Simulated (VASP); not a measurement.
# NaI (Fm-3m) in VASP: further runs

The runs below take NaI through single point, with PBE.

Program: VASP 6.6.1. These are calculated values, not measurements. Logs are shortened: lines on timing, memory, paths and dates and some standing lists are left out, and cuts for length are marked.

**1. The cell of the first run**

It takes space group Fm-3m (No. 225, cubic). Conventional cell: a = 6.055 Å, b = 6.055 Å, c = 6.055 Å, α = 90.00°, β = 90.00°, γ = 90.00°. Na (site symmetry m-3m) has 6 I at 3.03 Å within 4.0 Å. Within 4.0 Å of I (site symmetry m-3m) lie 6 Na at 3.03 Å.

**2. Single point, PBE (Cl replaced by I, lengths x 1.083, strained)**

INCAR

```
PREC = Accurate
ENCUT = 500
EDIFF = 1E-6
ISMEAR = 0
SIGMA = 0.1
LREAL = False
LASPH = True
NELM = 120
ALGO = Normal
ISIF = 2
LWAVE = False
LCHARG = False
GGA = PE
NBANDS = 14
GGA_COMPAT = False
```

KPOINTS

```
regular mesh
0
Gamma
  6 6 6
```

POSCAR

```
NaI
1.0
    0.0000000000      3.0276540364      3.0276540364
    3.0276540364      0.0000000000      3.0276540364
    3.0276540364      3.0276540364      0.0000000000
Na I
1 1
Direct
    0.0000000000      0.0000000000      0.0000000000
    0.5000000000      0.5000000000      0.5000000000
```

Potentials or basis: VASP PAW PBE potentials, release 64 (Na_pv, I).

Command:

```sh
> cat potpaw_PBE.64/Na_pv/POTCAR potpaw_PBE.64/I/POTCAR > POTCAR
> mpirun -np 1 vasp_std > vasp.out
```

OUTCAR:

```text
PREC = Accurate
   ENCUT = 500
   EDIFF = 1E-6
   ISMEAR = 0
   LREAL = False
   LASPH = True
   NELM = 120
   ISIF = 2
   GGA = PE

 ion  position               nearest neighbor table
   1  0.000  0.000  0.000-   2 3.03   2 3.03   2 3.03   2 3.03   2 3.03   2 3.03
   2  0.500  0.500  0.500-   1 3.03   1 3.03   1 3.03   1 3.03   1 3.03   1 3.03

  LATTYP: Found a face centered cubic cell.
 ALAT       =     6.0553080728

  Lattice vectors:

 A1 = (   0.0000000000,   3.0276540364,   3.0276540364)
 A2 = (   3.0276540364,   0.0000000000,   3.0276540364)
 A3 = (   3.0276540364,   3.0276540364,   0.0000000000)

Analysis of symmetry for initial positions (statically):
=====================================================================
 Subroutine PRICEL returns:
 Original cell was already a primitive cell.

 Routine SETGRP: Setting up the symmetry group for a
 face centered cubic supercell.

 Subroutine GETGRP returns: Found 48 space group operations
 (whereof 48 operations were pure point group operations)
 out of a pool of 48 trial point group operations.

The static configuration has the point symmetry O_h .

Analysis of symmetry for dynamics (positions and initial velocities):
=====================================================================
 Subroutine PRICEL returns:
 Original cell was already a primitive cell.

 Routine SETGRP: Setting up the symmetry group for a
 face centered cubic supercell.

 Subroutine GETGRP returns: Found 48 space group operations
 (whereof 48 operations were pure point group operations)
 out of a pool of 48 trial point group operations.

The dynamic configuration has the point symmetry O_h .

 Subroutine INISYM returns: Found 48 space group operations
 (whereof 48 operations are pure point group operations),
 and found     1 'primitive' translations

----------------------------------------------------------------------------------------

                                     Primitive cell

  volume of cell :      55.5071

  direct lattice vectors                    reciprocal lattice vectors
     0.000000000  3.027654036  3.027654036    -0.165144364  0.165144364  0.165144364
     3.027654036  0.000000000  3.027654036     0.165144364 -0.165144364  0.165144364
     3.027654036  3.027654036  0.000000000     0.165144364  0.165144364 -0.165144364

  length of vectors
     4.281749400  4.281749400  4.281749400     0.286038429  0.286038429  0.286038429

  position of ions in fractional coordinates (direct lattice)
     0.000000000  0.000000000  0.000000000
     0.500000000  0.500000000  0.500000000

  ion indices of the primitive-cell ions
   primitive index   ion index
                 1           1
                 2           2

----------------------------------------------------------------------------------------

 KPOINTS: regular mesh

Automatic generation of k-mesh.
 Grid dimensions read from file:
 generate k-points for:    6    6    6

 Generating k-lattice:

  Cartesian coordinates                     Fractional coordinates (reciprocal lattice)
    -0.027524061  0.027524061  0.027524061     0.166666667  0.000000000  0.000000000
     0.027524061 -0.027524061  0.027524061     0.000000000  0.166666667  0.000000000
     0.027524061  0.027524061 -0.027524061     0.000000000  0.000000000  0.166666667

  Length of vectors
     0.047673071  0.047673071  0.047673071

  Shift w.r.t. Gamma in fractional coordinates (k-lattice)
     0.000000000  0.000000000  0.000000000

 Subroutine IBZKPT returns following result:
 ===========================================

 Found     16 irreducible k-points:

 Following reciprocal coordinates:
            Coordinates               Weight
  0.000000  0.000000  0.000000      1.000000
  0.166667  0.000000  0.000000      8.000000
  0.333333  0.000000  0.000000      8.000000
  0.500000  0.000000  0.000000      4.000000
  0.166667  0.166667  0.000000      6.000000
  0.333333  0.166667  0.000000     24.000000
[... 8 lines left out ...]
 -0.333333  0.333333  0.166667     24.000000
 -0.333333  0.500000  0.166667     12.000000
   k-points           NKPTS =     16   k-points in BZ     NKDIM =     16   number of bands    NBANDS=     14
   number of dos      NEDOS =    301   number of ions     NIONS =      2
   total plane-waves  NPLWV =  32768
   dimension x,y,z NGX =    32 NGY =   32 NGZ =   32
   dimension x,y,z NGXF=    64 NGYF=   64 NGZF=   64
   ions per type =               1   1
   NGX,Y,Z   is equivalent  to a cutoff of  12.42, 12.42, 12.42 a.u.
   NGXF,Y,Z  is equivalent  to a cutoff of  24.85, 24.85, 24.85 a.u.
 SYSTEM =  unknown system
   PREC   = accura    normal or accurate (medium, high low for compatibility)
   ISTART =      0    job   : 0-new  1-cont  2-samecut
   ICHARG =      2    charge: 1-file 2-atom 10-const
   ISPIN  =      1    spin polarized calculation?
   LNONCOLLINEAR =      F non collinear calculations
   LSORBIT =      F    spin-orbit coupling
   LASPH  =      T    aspherical Exc in radial PAW
   ENCUT  =  500.0 eV  36.75 Ry    6.06 a.u.   7.81  7.81  7.81*2*pi/ulx,y,z
   NELM   =    120;   NELMIN=  2; NELMDL= -5     # of ELM steps
   EDIFF  = 0.1E-05   stopping-criterion for ELM
   LREAL  =      F    real-space projection
   EDIFFG = 0.1E-04   stopping-criterion for IOM
   NSW    =      0    number of steps for IOM
   IBRION =     -1    ionic relax: 0-MD 1-quasi-New 2-CG
   NFREE  =      0    steps in history (QN), initial steepest desc. (CG)
   ISIF   =      2    stress and relaxation
   ISYM   =      2    0-nonsym 1-usesym 2-fastsym
   POTIM  = 0.5000    time-step for ionic-motion
   TEBEG  =    0.0;   TEEND  =   0.0 temperature during run
   PSTRESS=    0.0 pullay stress
   NELECT =      14.0000    total number of electrons
   NUPDOWN=      -1.0000    fix difference up-down
   EMIN   =  10.00;   EMAX   =-10.00  energy-range for DOS
   EFERMI =   0.00;   METHOD = LEGACY
   ISMEAR =     0;   SIGMA  =   0.10  broadening in eV -4-tet -1-fermi 0-gaus
   EFERMI_NEDOS =   21; number of points for ismear=-14 and -15
   IALGO  =     38    algorithm
   IMIX   =      4    mixing-type and parameters
     AMIX     =   0.40;   BMIX     =  1.00
     AMIX_MAG =   1.60;   BMIX_MAG =  1.00
  volume/ion in A,a.u.               =      27.75       187.29
  Fermi-wavevector in a.u.,A,eV,Ry     =   1.034351  1.954640 14.556628  1.069882
  Thomas-Fermi vector in A             =   2.168642
   LORBIT       =      0    0 simple, 1 ext, 2 COOP (PROOUT), +10 PAW based schemes
   GGA     = PE    functional components
   LHFCALC =     F    Hartree Fock is set to
   AEXX    =    0.0000 exact exchange contribution
   IVDW    =     0    specifies the selected vdW correction
   LEPSILON=     F    determine dielectric tensor
   LRPA    =     F    only Hartree local field effects (RPA)
 non-spin polarized calculation
 Gauss-broadening in eV      SIGMA  =   0.10
  energy-cutoff  :      500.00
  volume of cell :       55.51
 maximum number of plane-waves:      1420
   NGX = 15   NGY = 15   NGZ = 15

 number of electron      13.9999994 magnetization

 Free energy of the ion-electron system (eV)
  ---------------------------------------------------
  ext. energy  EPLUGINS =         0.00000000
  ---------------------------------------------------
  free energy    TOTEN  =        -5.17803566 eV

  energy without entropy =       -5.17803566  energy(sigma->0) =       -5.17803566

 E-fermi :   2.8875     XC(G=0):  -8.5397

 val. band max:        2.3972598919   @ k =   0.0000   0.0000   0.0000
 cond. band min:       6.6780393443   @ k =   0.0000   0.0000   0.0000
 fundamental gap:      4.2807794524
 Fermi energy:         2.8874869335

 k-point     1 :       0.0000    0.0000    0.0000
  band No.  band energies     occupation
      1     -19.9189      2.00000
      2     -19.9189      2.00000
      3     -19.9189      2.00000
      4      -9.2541      2.00000
      5       2.3973      2.00000
      6       2.3973      2.00000
      7       2.3973      2.00000
      8       6.6780      0.00000
      9      10.2655      0.00000
     10      10.2655      0.00000
     11      10.2655      0.00000
     12      12.4476      0.00000
     13      12.4476      0.00000
     14      12.8814      0.00000

 k-point     2 :       0.1667    0.0000    0.0000
  band No.  band energies     occupation
      1     -19.9226      2.00000
      2     -19.9191      2.00000
      3     -19.9191      2.00000
      4      -9.1260      2.00000
      5       1.3922      2.00000
      6       2.2788      2.00000
      7       2.2788      2.00000
      8       7.5509      0.00000
      9       9.9083      0.00000
     10      10.5515      0.00000
     11      10.5515      0.00000
     12      11.9426      0.00000
     13      11.9426      0.00000
     14      13.8374      0.00000

 k-point     3 :       0.3333    0.0000    0.0000
  band No.  band energies     occupation
      1     -19.9301      2.00000
      2     -19.9194      2.00000
      3     -19.9194      2.00000
      4      -8.8451      2.00000
      5      -0.0174      2.00000
      6       2.0629      2.00000
      7       2.0629      2.00000
      8       7.6751      0.00000
      9      10.2345      0.00000
     10      10.2345      0.00000
     11      11.4781      0.00000
     12      13.0671      0.00000
     13      13.0835      0.00000
     14      13.0835      0.00000
[... 188 lines left out ...]
 k-point    15 :      -0.3333    0.3333    0.1667
  band No.  band energies     occupation
      1     -19.9292      2.00000
      2     -19.9246      2.00000
      3     -19.9218      2.00000
      4      -8.5806      2.00000
      5      -0.0052      2.00000
      6       0.7171      2.00000
      7       1.4496      2.00000
      8       8.7389      0.00000
      9       9.2685      0.00000
     10      10.7338      0.00000
     11      11.3995      0.00000
     12      13.4436      0.00000
     13      15.2878      0.00000
     14      16.3560      0.00000

 k-point    16 :      -0.3333    0.5000    0.1667
  band No.  band energies     occupation
      1     -19.9279      2.00000
      2     -19.9248      2.00000
      3     -19.9237      2.00000
      4      -8.5476      2.00000
      5       0.0497      2.00000
      6       0.8140      2.00000
      7       1.1233      2.00000
      8       8.0814      0.00000
      9       8.7628      0.00000
     10      11.5655      0.00000
     11      11.6507      0.00000
     12      15.2306      0.00000
     13      15.9225      0.00000
     14      16.2224      0.00000

------------------------ aborting loop because EDIFF is reached ----------------------------------------

  FORCE on cell =-STRESS in cart. coord.  units (eV):
  Direction    XX          YY          ZZ          XY          YZ          ZX
  --------------------------------------------------------------------------------------
  -------------------------------------------------------------------------------------
  Total        2.0338053      2.0338053      2.0338053      0.0000000      0.0000000     -0.0000000
  in kB       58.7044765     58.7044765     58.7044765      0.0000000      0.0000000     -0.0000000
  external PRESSURE =      58.7044765 kB  Pullay stress =       0.0000000 kB

 VOLUME and BASIS-vectors are now :
 -----------------------------------------------------------------------------
  energy-cutoff  :      500.00
  volume of cell :       55.51
      direct lattice vectors                 reciprocal lattice vectors
     0.000000000  3.027654036  3.027654036    -0.165144364  0.165144364  0.165144364
     3.027654036  0.000000000  3.027654036     0.165144364 -0.165144364  0.165144364
     3.027654036  3.027654036  0.000000000     0.165144364  0.165144364 -0.165144364

 POSITION                                       TOTAL-FORCE (eV/Angst)
 -----------------------------------------------------------------------------------
      0.00000      0.00000      0.00000        -0.000000     -0.000000      0.000000
      3.02765      3.02765      3.02765         0.000000      0.000000     -0.000000
 -----------------------------------------------------------------------------------
    total drift:                                0.000000     -0.000000     -0.000000

  FREE ENERGIE OF THE ION-ELECTRON SYSTEM (eV)
  ---------------------------------------------------
  free  energy   TOTEN  =        -5.1780356590 eV

  energy  without entropy=       -5.1780356590  energy(sigma->0) =       -5.17803566
```

Run time: 8.8 s. Hardware: 1 thread of Intel Xeon Platinum 8488C (Sapphire Rapids), shared host; peak memory 0.17 GiB.

Results:

- Free energy: -5.1780 eV
- Pressure: 5.9 GPa
- Band gap on the k mesh: 4.28 eV

Caveat: the cell differs from its parent crystal (Cl replaced by I, lengths x 1.083, strained); the cell stands under pressure; spin-orbit coupling is left out, which moves the levels of the heavy elements. A k mesh can miss the band edges.

(Continued in part 2 of 2.)
